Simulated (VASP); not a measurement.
# Bi (P2/m) in VASP: single point with PBE

Aim: the single point of Bi with PBE.

Everything below comes from runs of VASP 6.6.1. Logs are shortened: lines on timing, memory, paths and dates and some standing lists are left out, and cuts for length are marked.

### 1 The cell of the first run

The typed cell holds 2 atoms: a = 3.277 Å, b = 3.277 Å, c = 6.555 Å, α = 90.00°, β = 89.99°, γ = 90.00°.

This isn't the form of Bi at room conditions, which is rhombohedral.

### 2 Single point, PBE

INCAR

```
SYSTEM = Bi
ALGO     = Normal         ! electronic algorithm
EDIFF    = 1E-7           ! SCF threshold, eV
ENCUT    = 520            ! plane-wave cutoff, eV
GGA      = PE             ! functional
ISIF     = 2              ! what is computed and relaxed
ISMEAR   = 0              ! smearing method
LASPH    = .True.         ! aspherical terms in the spheres
LCHARG   = .False.        ! write CHGCAR
LREAL    = .False.        ! projectors in reciprocal space
LWAVE    = .False.        ! write WAVECAR
NBANDS   = 22             ! bands
NELM     = 100            ! most SCF steps
PREC     = Accurate       ! precision mode
SIGMA    = 0.1            ! smearing width, eV
```

KPOINTS

```
k-points
0
Gamma
  12 12 6
  0 0 0
```

POSCAR

```
Bi
1.0
    3.2773749950      0.0000000000      0.0207678201
    0.0000000000      3.2774460262      0.0000000000
   -0.0400988880      0.0000000000      6.5547775941
Bi
2
Direct
    0.4992105894      0.0000000000      0.2499365674
    0.5007894106      0.0000000000      0.7500634326
```

Potentials or basis: VASP PAW PBE potentials, release 64 (Bi_d).

Started as:

```bash
$ cat potpaw_PBE.64/Bi_d/POTCAR > POTCAR
$ mpirun -np 1 vasp_std > vasp.out
```

OUTCAR:

```text
SYSTEM = Bi
   EDIFF = 1E-7
   ENCUT = 520
   GGA = PE
   ISIF = 2
   ISMEAR = 0
   LASPH = .True.
   LREAL = .False.
   NELM = 100
   PREC = Accurate

 ion  position               nearest neighbor table
   1  0.499  0.000  0.250-   2 3.28   2 3.28
   2  0.501  0.000  0.750-   1 3.28   1 3.28

  LATTYP: Found a simple monoclinic cell.
 ALAT       =     3.2774407943
 B/A-ratio  =     1.0000015963
 C/A-ratio  =     2.0000056925
 COS(beta)  =    -0.0002192098

  Lattice vectors:

 A1 = (   3.2773749950,   0.0000000000,   0.0207678201)
 A2 = (   0.0000000000,  -3.2774460262,   0.0000000000)
 A3 = (   0.0400988880,   0.0000000000,  -6.5547775941)

Analysis of symmetry for initial positions (statically):
=====================================================================
 Subroutine PRICEL returns:
 Original cell was already a primitive cell.

 Routine SETGRP: Setting up the symmetry group for a
 simple monoclinic supercell.

 Subroutine GETGRP returns: Found  4 space group operations
 (whereof  4 operations were pure point group operations)
 out of a pool of  4 trial point group operations.

The static configuration has the point symmetry C_2h.

Analysis of symmetry for dynamics (positions and initial velocities):
=====================================================================
 Subroutine PRICEL returns:
 Original cell was already a primitive cell.

 Routine SETGRP: Setting up the symmetry group for a
 simple monoclinic supercell.

 Subroutine GETGRP returns: Found  4 space group operations
 (whereof  4 operations were pure point group operations)
 out of a pool of  4 trial point group operations.

The dynamic configuration has the point symmetry C_2h.

 Subroutine INISYM returns: Found  4 space group operations
 (whereof  4 operations are pure point group operations),
 and found     1 'primitive' translations

----------------------------------------------------------------------------------------

                                     Primitive cell

  volume of cell :      70.4103

  direct lattice vectors                    reciprocal lattice vectors
     3.277374995  0.000000000  0.020767820     0.305110412  0.000000000  0.001866515
     0.000000000  3.277446026  0.000000000     0.000000000  0.305115627  0.000000000
    -0.040098888  0.000000000  6.554777594    -0.000966696  0.000000000  0.152554564

  length of vectors
     3.277440794  3.277446026  6.554900246     0.305116122  0.305115627  0.152557627

  position of ions in fractional coordinates (direct lattice)
     0.499210589  0.000000000  0.249936567
     0.500789411  0.000000000  0.750063433

  ion indices of the primitive-cell ions
   primitive index   ion index
                 1           1
                 2           2

----------------------------------------------------------------------------------------

 KPOINTS: k-points

Automatic generation of k-mesh.
 Grid dimensions read from file:
 generate k-points for:   12   12    6

 Generating k-lattice:

  Cartesian coordinates                     Fractional coordinates (reciprocal lattice)
     0.025425868  0.000000000  0.000155543     0.083333333  0.000000000 -0.000000000
     0.000000000  0.025426302  0.000000000     0.000000000  0.083333333  0.000000000
    -0.000161116  0.000000000  0.025425761     0.000000000  0.000000000  0.166666667

  Length of vectors
     0.025426343  0.025426302  0.025426271

  Shift w.r.t. Gamma in fractional coordinates (k-lattice)
     0.000000000  0.000000000  0.000000000

 -----------------------------------------------------------------------------
|                                                                             |
|           W    W    AA    RRRRR   N    N  II  N    N   GGGG   !!!           |
|           W    W   A  A   R    R  NN   N  II  NN   N  G    G  !!!           |
|           W    W  A    A  R    R  N N  N  II  N N  N  G       !!!           |
|           W WW W  AAAAAA  RRRRR   N  N N  II  N  N N  G  GGG   !            |
|           WW  WW  A    A  R   R   N   NN  II  N   NN  G    G                |
|           W    W  A    A  R    R  N    N  II  N    N   GGGG   !!!           |
|                                                                             |
|     Your reciprocal lattice and k-lattice belong to different lattice       |
|     classes:                                                                |
|                                                                             |
|        The reciprocal lattice is simple monoclinic,                         |
|        whereas your k-lattice is base centered orthorhombic.                |
|                                                                             |
|     Results are often still useful ...                                      |
|                                                                             |
 -----------------------------------------------------------------------------

 Subroutine IBZKPT returns following result:
 ===========================================

 Found    266 irreducible k-points:

 Following reciprocal coordinates:
            Coordinates               Weight
  0.000000  0.000000  0.000000      1.000000
  0.083333  0.000000  0.000000      2.000000
  0.166667  0.000000  0.000000      2.000000
  0.250000  0.000000  0.000000      2.000000
  0.333333  0.000000  0.000000      2.000000
  0.416667  0.000000  0.000000      2.000000
[... 16 lines left out ...]
  0.083333  0.250000  0.000000      4.000000
  0.166667  0.250000  0.000000      4.000000
 [... further k-points ...]
   k-points           NKPTS =    266   k-points in BZ     NKDIM =    266   number of bands    NBANDS=     22
   number of dos      NEDOS =    301   number of ions     NIONS =      2
   total plane-waves  NPLWV =  28800
   dimension x,y,z NGX =    24 NGY =   24 NGZ =   50
   dimension x,y,z NGXF=    48 NGYF=   48 NGZF=  100
   ions per type =               2
   NGX,Y,Z   is equivalent  to a cutoff of  12.17, 12.17, 12.68 a.u.
   NGXF,Y,Z  is equivalent  to a cutoff of  24.35, 24.35, 25.36 a.u.
 SYSTEM =  Bi
   PREC   = accura    normal or accurate (medium, high low for compatibility)
   ISTART =      0    job   : 0-new  1-cont  2-samecut
   ICHARG =      2    charge: 1-file 2-atom 10-const
   ISPIN  =      1    spin polarized calculation?
   LNONCOLLINEAR =      F non collinear calculations
   LSORBIT =      F    spin-orbit coupling
   LASPH  =      T    aspherical Exc in radial PAW
   ENCUT  =  520.0 eV  38.22 Ry    6.18 a.u.   6.09  6.09 12.19*2*pi/ulx,y,z
   NELM   =    100;   NELMIN=  2; NELMDL= -5     # of ELM steps
   EDIFF  = 0.1E-06   stopping-criterion for ELM
   LREAL  =      F    real-space projection
   EDIFFG = 0.1E-05   stopping-criterion for IOM
   NSW    =      0    number of steps for IOM
   IBRION =     -1    ionic relax: 0-MD 1-quasi-New 2-CG
   NFREE  =      0    steps in history (QN), initial steepest desc. (CG)
   ISIF   =      2    stress and relaxation
   ISYM   =      2    0-nonsym 1-usesym 2-fastsym
   POTIM  = 0.5000    time-step for ionic-motion
   TEBEG  =    0.0;   TEEND  =   0.0 temperature during run
   PSTRESS=    0.0 pullay stress
   NELECT =      30.0000    total number of electrons
   NUPDOWN=      -1.0000    fix difference up-down
   EMIN   =  10.00;   EMAX   =-10.00  energy-range for DOS
   EFERMI =   0.00;   METHOD = LEGACY
   ISMEAR =     0;   SIGMA  =   0.10  broadening in eV -4-tet -1-fermi 0-gaus
   EFERMI_NEDOS =   21; number of points for ismear=-14 and -15
   IALGO  =     38    algorithm
   IMIX   =      4    mixing-type and parameters
     AMIX     =   0.40;   BMIX     =  1.00
     AMIX_MAG =   1.60;   BMIX_MAG =  1.00
  volume/ion in A,a.u.               =      35.21       237.58
  Fermi-wavevector in a.u.,A,eV,Ry     =   1.231884  2.327923 20.647355  1.517538
  Thomas-Fermi vector in A             =   2.366676
   LORBIT       =      0    0 simple, 1 ext, 2 COOP (PROOUT), +10 PAW based schemes
   GGA     = PE    functional components
   LHFCALC =     F    Hartree Fock is set to
   AEXX    =    0.0000 exact exchange contribution
   IVDW    =     0    specifies the selected vdW correction
   LEPSILON=     F    determine dielectric tensor
   LRPA    =     F    only Hartree local field effects (RPA)
 non-spin polarized calculation
 Gauss-broadening in eV      SIGMA  =   0.10
  energy-cutoff  :      520.00
  volume of cell :       70.41
 maximum number of plane-waves:      1936
   NGX = 13   NGY = 13   NGZ = 25

 number of electron      29.9999984 magnetization

 Free energy of the ion-electron system (eV)
  ---------------------------------------------------
  ext. energy  EPLUGINS =         0.00000000
  ---------------------------------------------------
  free energy    TOTEN  =        -7.67537150 eV

  energy without entropy =       -7.66892707  energy(sigma->0) =       -7.67214928

 E-fermi :   6.3525     XC(G=0):  -9.5683

 val. band max:        6.3519137999   @ k =   0.4167   0.0833   0.5000
 cond. band min:       6.3935150834   @ k =   0.0000   0.0000   0.3333
 fundamental gap:      0.0416012834
 Fermi energy:         6.3525352872

 k-point     1 :       0.0000    0.0000    0.0000
  band No.  band energies     occupation
      1     -16.6097      2.00000
      2     -16.6097      2.00000
      3     -16.5972      2.00000
      4     -16.3893      2.00000
      5     -16.3893      2.00000
      6     -16.3589      2.00000
[... 14 lines left out ...]
     21      14.0631      0.00000
     22      15.9628      0.00000

 k-point     2 :       0.0833    0.0000    0.0000
  band No.  band energies     occupation
      1     -16.6088      2.00000
      2     -16.5929      2.00000
      3     -16.5849      2.00000
      4     -16.3959      2.00000
      5     -16.3888      2.00000
      6     -16.3527      2.00000
[... 14 lines left out ...]
     21      14.9863      0.00000
     22      15.0052      0.00000

 k-point     3 :       0.1667    0.0000    0.0000
  band No.  band energies     occupation
      1     -16.6066      2.00000
      2     -16.5541      2.00000
      3     -16.5470      2.00000
      4     -16.4140      2.00000
      5     -16.3873      2.00000
      6     -16.3327      2.00000
[... 14 lines left out ...]
     21      14.3363      0.00000
     22      16.5259      0.00000
[... 476 lines left out ...]
 k-point    23 :       0.0833    0.2500    0.0000
  band No.  band energies     occupation
      1     -16.5912      2.00000
      2     -16.5031      2.00000
      3     -16.4785      2.00000
      4     -16.4379      2.00000
      5     -16.3918      2.00000
      6     -16.3571      2.00000
[... 14 lines left out ...]
     21      15.4816      0.00000
     22      15.8835      0.00000

 k-point    24 :       0.1667    0.2500    0.0000
  band No.  band energies     occupation
      1     -16.5638      2.00000
      2     -16.4584      2.00000
      3     -16.4566      2.00000
      4     -16.4361      2.00000
      5     -16.4094      2.00000
      6     -16.3732      2.00000
[... 14 lines left out ...]
     21      14.4510      0.00000
     22      15.9442      0.00000

 [... further k-points ...]
[... 5 lines left out ...]
  --------------------------------------------------------------------------------------
  -------------------------------------------------------------------------------------
  Total       -0.0305251     -0.0306756     -0.0293402      0.0000000      0.0000000     -0.0010723
  in kB       -0.6945953     -0.6980194     -0.6676311      0.0000000      0.0000000     -0.0243991
  external PRESSURE =      -0.6867486 kB  Pullay stress =       0.0000000 kB

 VOLUME and BASIS-vectors are now :
 -----------------------------------------------------------------------------
  energy-cutoff  :      520.00
  volume of cell :       70.41
      direct lattice vectors                 reciprocal lattice vectors
     3.277374995  0.000000000  0.020767820     0.305110412  0.000000000  0.001866515
     0.000000000  3.277446026  0.000000000     0.000000000  0.305115627  0.000000000
    -0.040098888  0.000000000  6.554777594    -0.000966696  0.000000000  0.152554564

 POSITION                                       TOTAL-FORCE (eV/Angst)
 -----------------------------------------------------------------------------------
      1.62608      0.00000      1.64865         0.000419      0.000000      0.001148
      1.61120      0.00000      4.92690        -0.000419     -0.000000     -0.001148
 -----------------------------------------------------------------------------------
    total drift:                                0.000000      0.000000     -0.000000

  FREE ENERGIE OF THE ION-ELECTRON SYSTEM (eV)
  ---------------------------------------------------
  free  energy   TOTEN  =        -7.6753714951 eV

  energy  without entropy=       -7.6689270696  energy(sigma->0) =       -7.67214928
```

Run time: 2.3 min. Hardware: 1 thread of AMD EPYC 9R45 (Zen 5), shared host; peak memory 0.38 GiB.

Results:

- Free energy: -7.6754 eV
- Pressure: -0.1 GPa
- Band gap on the k mesh: zero (bands 15 and 16 overlap by 6.15 eV)

Caveat: spin-orbit coupling is left out, which moves the levels of the heavy elements.
